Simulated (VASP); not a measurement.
# Os (Fd-3m) in VASP: relaxation of cell and atoms with LDA

Aim: the relaxation of cell and atoms of Os with LDA.

Everything below comes from runs of VASP 6.6.1. Logs are shortened: lines on timing, memory, paths and dates and some standing lists are left out, and cuts for length are marked.

## (1) The cell of the first run

It takes space group Fd-3m (No. 227, cubic). The conventional cell has a = 5.260 Å, b = 5.260 Å, c = 5.260 Å, α = 90.00°, β = 90.00°, γ = 90.00°. Within 3.0 Å of Os (site symmetry -43m) lie 4 Os at 2.28 Å.

This isn't the form of Os at room conditions, which is hcp.

## (2) Relaxation of cell and atoms, LDA

Contents of INCAR:

```
PREC = Accurate
ENCUT = 560
EDIFF = 1E-7
ISMEAR = 0
SIGMA = 0.1
LREAL = False
LASPH = True
NELM = 120
ALGO = Normal
ISIF = 3
LWAVE = False
LCHARG = False
IBRION = 2
NSW = 60
EDIFFG = -0.02
GGA_COMPAT = False
NELMIN = 4
```

Contents of KPOINTS:

```
regular mesh
0
Gamma
  7 7 7
```

Contents of POSCAR:

```
Os
1.0
    0.0000000000      2.6300000000      2.6300000000
    2.6300000000      0.0000000000      2.6300000000
    2.6300000000      2.6300000000      0.0000000000
Os
2
Direct
    1.0000000000      1.0000000000      1.0000000000
    0.2500000000      0.2500000000      0.2500000000
```

Potentials or basis: VASP PAW LDA potentials, release 64 (Os_sv_GW).

Launch:

```
> cat potpaw_LDA.64/Os_sv_GW/POTCAR > POTCAR
> mpirun -np 1 vasp_std > vasp.out
```

OUTCAR:

```text
PREC = Accurate
   ENCUT = 560
   EDIFF = 1E-7
   ISMEAR = 0
   LREAL = False
   LASPH = True
   NELM = 120
   ISIF = 3
   IBRION = 2
   NSW = 60
   EDIFFG = -0.02
   NELMIN = 4

 ion  position               nearest neighbor table
   1  0.000  0.000  0.000-   2 2.28   2 2.28   2 2.28   2 2.28
   2  0.250  0.250  0.250-   1 2.28   1 2.28   1 2.28   1 2.28

  LATTYP: Found a face centered cubic cell.
 ALAT       =     5.2600000000

  Lattice vectors:

 A1 = (   0.0000000000,   2.6300000000,   2.6300000000)
 A2 = (   2.6300000000,   0.0000000000,   2.6300000000)
 A3 = (   2.6300000000,   2.6300000000,   0.0000000000)

Analysis of symmetry for initial positions (statically):
=====================================================================
 Subroutine PRICEL returns:
 Original cell was already a primitive cell.

 Routine SETGRP: Setting up the symmetry group for a
 face centered cubic supercell.

 Subroutine GETGRP returns: Found 48 space group operations
 (whereof 24 operations were pure point group operations)
 out of a pool of 48 trial point group operations.

The static configuration has the point symmetry T_d .
 The point group associated with its full space group is O_h .

Analysis of symmetry for dynamics (positions and initial velocities):
=====================================================================
 Subroutine PRICEL returns:
 Original cell was already a primitive cell.

 Routine SETGRP: Setting up the symmetry group for a
 face centered cubic supercell.

 Subroutine GETGRP returns: Found 48 space group operations
 (whereof 24 operations were pure point group operations)
 out of a pool of 48 trial point group operations.

The dynamic configuration has the point symmetry T_d .
 The point group associated with its full space group is O_h .

 Subroutine INISYM returns: Found 48 space group operations
 (whereof 24 operations are pure point group operations),
 and found     1 'primitive' translations

----------------------------------------------------------------------------------------

                                     Primitive cell

  volume of cell :      36.3829

  direct lattice vectors                    reciprocal lattice vectors
     0.000000000  2.630000000  2.630000000    -0.190114068  0.190114068  0.190114068
     2.630000000  0.000000000  2.630000000     0.190114068 -0.190114068  0.190114068
     2.630000000  2.630000000  0.000000000     0.190114068  0.190114068 -0.190114068

  length of vectors
     3.719381669  3.719381669  3.719381669     0.329287226  0.329287226  0.329287226

  position of ions in fractional coordinates (direct lattice)
     0.000000000  0.000000000  0.000000000
     0.250000000  0.250000000  0.250000000

  ion indices of the primitive-cell ions
   primitive index   ion index
                 1           1
                 2           2

----------------------------------------------------------------------------------------

 KPOINTS: regular mesh

Automatic generation of k-mesh.
 Grid dimensions read from file:
 generate k-points for:    7    7    7

 Generating k-lattice:

  Cartesian coordinates                     Fractional coordinates (reciprocal lattice)
    -0.027159153  0.027159153  0.027159153     0.142857143  0.000000000  0.000000000
     0.027159153 -0.027159153  0.027159153     0.000000000  0.142857143  0.000000000
     0.027159153  0.027159153 -0.027159153     0.000000000  0.000000000  0.142857143

  Length of vectors
     0.047041032  0.047041032  0.047041032

  Shift w.r.t. Gamma in fractional coordinates (k-lattice)
     0.000000000  0.000000000  0.000000000

 Subroutine IBZKPT returns following result:
 ===========================================

 Found     20 irreducible k-points:

 Following reciprocal coordinates:
            Coordinates               Weight
  0.000000  0.000000  0.000000      1.000000
  0.142857  0.000000  0.000000      8.000000
  0.285714  0.000000  0.000000      8.000000
  0.428571  0.000000  0.000000      8.000000
  0.142857  0.142857  0.000000      6.000000
  0.285714  0.142857  0.000000     24.000000
[... 12 lines left out ...]
 -0.428571  0.428571  0.142857     24.000000
 -0.285714  0.428571  0.142857     24.000000
   k-points           NKPTS =     20   k-points in BZ     NKDIM =     20   number of bands    NBANDS=     20
   number of dos      NEDOS =    301   number of ions     NIONS =      2
   total plane-waves  NPLWV =  27000
   dimension x,y,z NGX =    30 NGY =   30 NGZ =   30
   dimension x,y,z NGXF=    60 NGYF=   60 NGZF=   60
   ions per type =               2
   NGX,Y,Z   is equivalent  to a cutoff of  13.41, 13.41, 13.41 a.u.
   NGXF,Y,Z  is equivalent  to a cutoff of  26.82, 26.82, 26.82 a.u.
 SYSTEM =  unknown system
   PREC   = accura    normal or accurate (medium, high low for compatibility)
   ISTART =      0    job   : 0-new  1-cont  2-samecut
   ICHARG =      2    charge: 1-file 2-atom 10-const
   ISPIN  =      1    spin polarized calculation?
   LNONCOLLINEAR =      F non collinear calculations
   LSORBIT =      F    spin-orbit coupling
   LASPH  =      T    aspherical Exc in radial PAW
   ENCUT  =  560.0 eV  41.16 Ry    6.42 a.u.   7.18  7.18  7.18*2*pi/ulx,y,z
   NELM   =    120;   NELMIN=  4; NELMDL= -5     # of ELM steps
   EDIFF  = 0.1E-06   stopping-criterion for ELM
   LREAL  =      F    real-space projection
   EDIFFG = -.2E-01   stopping-criterion for IOM
   NSW    =     60    number of steps for IOM
   IBRION =      2    ionic relax: 0-MD 1-quasi-New 2-CG
   NFREE  =      1    steps in history (QN), initial steepest desc. (CG)
   ISIF   =      3    stress and relaxation
   ISYM   =      2    0-nonsym 1-usesym 2-fastsym
   POTIM  = 0.5000    time-step for ionic-motion
   TEBEG  =    0.0;   TEEND  =   0.0 temperature during run
   PSTRESS=    0.0 pullay stress
   NELECT =      32.0000    total number of electrons
   NUPDOWN=      -1.0000    fix difference up-down
   EMIN   =  10.00;   EMAX   =-10.00  energy-range for DOS
   EFERMI =   0.00;   METHOD = LEGACY
   ISMEAR =     0;   SIGMA  =   0.10  broadening in eV -4-tet -1-fermi 0-gaus
   EFERMI_NEDOS =   21; number of points for ismear=-14 and -15
   IALGO  =     38    algorithm
   IMIX   =      4    mixing-type and parameters
     AMIX     =   0.40;   BMIX     =  1.00
     AMIX_MAG =   1.60;   BMIX_MAG =  1.00
  volume/ion in A,a.u.               =      18.19       122.76
  Fermi-wavevector in a.u.,A,eV,Ry     =   1.568528  2.964089 33.474163  2.460282
  Thomas-Fermi vector in A             =   2.670546
   LORBIT       =      0    0 simple, 1 ext, 2 COOP (PROOUT), +10 PAW based schemes
   GGA     = CA    functional components
   LHFCALC =     F    Hartree Fock is set to
   AEXX    =    0.0000 exact exchange contribution
   IVDW    =     0    specifies the selected vdW correction
   LEPSILON=     F    determine dielectric tensor
   LRPA    =     F    only Hartree local field effects (RPA)
 conjugate gradient relaxation of ions
 non-spin polarized calculation
 Gauss-broadening in eV      SIGMA  =   0.10
  energy-cutoff  :      560.00
  volume of cell :       36.38
 maximum number of plane-waves:      1110
 NGX is ok and might be reduce to    30
   NGX = 15   NGY = 15   NGZ = 15

--------------------------------------- Ionic step        1  -------------------------------------------

 number of electron      32.0000000 magnetization

 Free energy of the ion-electron system (eV)
  ---------------------------------------------------
  ext. energy  EPLUGINS =         0.00000000
  ---------------------------------------------------
  free energy    TOTEN  =       -24.08081750 eV

  energy without entropy =      -24.07498196  energy(sigma->0) =      -24.07789973

------------------------ aborting loop because EDIFF is reached ----------------------------------------

  FORCE on cell =-STRESS in cart. coord.  units (eV):
  Direction    XX          YY          ZZ          XY          YZ          ZX
  --------------------------------------------------------------------------------------
  -------------------------------------------------------------------------------------
  Total        8.4875584      8.4875584      8.4875584     -0.0000000     -0.0000000      0.0000000
  in kB      373.7628351    373.7628351    373.7628351     -0.0000000     -0.0000000      0.0000000
  external PRESSURE =     373.7628351 kB  Pullay stress =       0.0000000 kB

 VOLUME and BASIS-vectors are now :
 -----------------------------------------------------------------------------
  energy-cutoff  :      560.00
  volume of cell :       36.38
      direct lattice vectors                 reciprocal lattice vectors
     0.000000000  2.630000000  2.630000000    -0.190114068  0.190114068  0.190114068
     2.630000000  0.000000000  2.630000000     0.190114068 -0.190114068  0.190114068
     2.630000000  2.630000000  0.000000000     0.190114068  0.190114068 -0.190114068

 POSITION                                       TOTAL-FORCE (eV/Angst)
 -----------------------------------------------------------------------------------
      0.00000      0.00000      0.00000        -0.000000     -0.000000     -0.000000
      1.31500      1.31500      1.31500         0.000000      0.000000      0.000000
 -----------------------------------------------------------------------------------
    total drift:                                0.000000     -0.000000      0.000000

  FREE ENERGIE OF THE ION-ELECTRON SYSTEM (eV)
  ---------------------------------------------------
  free  energy   TOTEN  =       -24.0808175022 eV

  energy  without entropy=      -24.0749819602  energy(sigma->0) =      -24.07789973

--------------------------------------- Ionic step        2  -------------------------------------------

 number of electron      31.9999996 magnetization

 E-fermi :   2.7204     XC(G=0):  -9.8516

 val. band max:        2.7167679167   @ k =   0.2857   0.1429   0.0000
 cond. band min:       2.7284845207   @ k =   0.4286   0.1429   0.0000
 fundamental gap:      0.0117166040
 Fermi energy:         2.7203726251

 k-point     1 :       0.0000    0.0000    0.0000
  band No.  band energies     occupation
      1     -82.7843      2.00000
      2     -82.7318      2.00000
      3     -42.4849      2.00000
      4     -42.4849      2.00000
      5     -42.4849      2.00000
      6     -42.2316      2.00000
[... 12 lines left out ...]
     19       3.9657      0.00000
     20      11.5174      0.00000
[... 529 lines left out ...]
 POSITION                                       TOTAL-FORCE (eV/Angst)
 -----------------------------------------------------------------------------------
      0.00000      0.00000      0.00000         0.000000      0.000000      0.000000
      1.36904      1.36904      1.36904        -0.000000     -0.000000     -0.000000
 -----------------------------------------------------------------------------------
    total drift:                                0.000000     -0.000000      0.000000

  FREE ENERGIE OF THE ION-ELECTRON SYSTEM (eV)
  ---------------------------------------------------
  free  energy   TOTEN  =       -24.5522757226 eV

  energy  without entropy=      -24.5455540085  energy(sigma->0) =      -24.54891487

--------------------------------------- Ionic step        5  -------------------------------------------

 number of electron      32.0000003 magnetization

 Free energy of the ion-electron system (eV)
  ---------------------------------------------------
  ext. energy  EPLUGINS =         0.00000000
  ---------------------------------------------------
  free energy    TOTEN  =       -24.55278930 eV

  energy without entropy =      -24.54612310  energy(sigma->0) =      -24.54945620

 E-fermi :   7.4828     XC(G=0): -12.1171

 val. band max:        7.3978161785   @ k =  -0.1429   0.1429   0.0000
 cond. band min:       7.5300371620   @ k =   0.2857   0.1429   0.0000
 fundamental gap:      0.1322209835
 Fermi energy:         7.4828026854

 k-point     1 :       0.0000    0.0000    0.0000
  band No.  band energies     occupation
      1     -78.3825      2.00000
      2     -78.0302      2.00000
      3     -38.3943      2.00000
      4     -38.3943      2.00000
      5     -38.3943      2.00000
      6     -37.4051      2.00000
[... 12 lines left out ...]
     19      10.2820      0.00000
     20      18.8249      0.00000
[... 457 lines left out ...]
 POSITION                                       TOTAL-FORCE (eV/Angst)
 -----------------------------------------------------------------------------------
      0.00000      0.00000      0.00000         0.000000     -0.000000      0.000000
      1.36719      1.36719      1.36719        -0.000000      0.000000     -0.000000
 -----------------------------------------------------------------------------------
    total drift:                                0.000000     -0.000000      0.000000

  FREE ENERGIE OF THE ION-ELECTRON SYSTEM (eV)
  ---------------------------------------------------
  free  energy   TOTEN  =       -24.5527893002 eV

  energy  without entropy=      -24.5461231045  energy(sigma->0) =      -24.54945620

 reached required accuracy - stopping structural energy minimisation
```

Run time: 2 min. Hardware: 1 thread of AMD EPYC 7R43 (Zen 3), shared host; peak memory 0.13 GiB.

Results:

```
Free energy                           : -24.5528 eV
Relaxed volume                        : 20.44 Å³/atom
Relaxed cell                          : a = 3.867 Å, b = 3.867 Å, c = 3.867 Å, α = 60.00°, β = 60.00°, γ = 60.00°
Space group after relaxing (to 0.1 Å) : Fd-3m (No. 227)
Pressure after relaxing               : 0.0 GPa
Band gap on the k mesh                : zero (bands 16 and 17 overlap by 1.06 eV)
```

Final structure:
```
CELL_PARAMETERS angstrom
0.00000 2.73437 2.73437
2.73437 0.00000 2.73437
2.73437 2.73437 0.00000
ATOMIC_POSITIONS crystal
Os 0.00000 0.00000 0.00000
Os 0.25000 0.25000 0.25000
```

Levels at points of the mesh, in eV from the Fermi level:
| k point | band 14 | band 15 | band 16 | band 17 | band 18 | band 19 |
| --- | --- | --- | --- | --- | --- | --- |
| (0.00, 0.00, 0.00) | -3.63 | -0.52 | -0.52 | -0.52 | 2.80 | 2.80 |

Caveat: spin-orbit coupling is left out, which moves the levels of the heavy elements.

The gap in the log of VASP goes by the Fermi energy; the results here count the filled bands.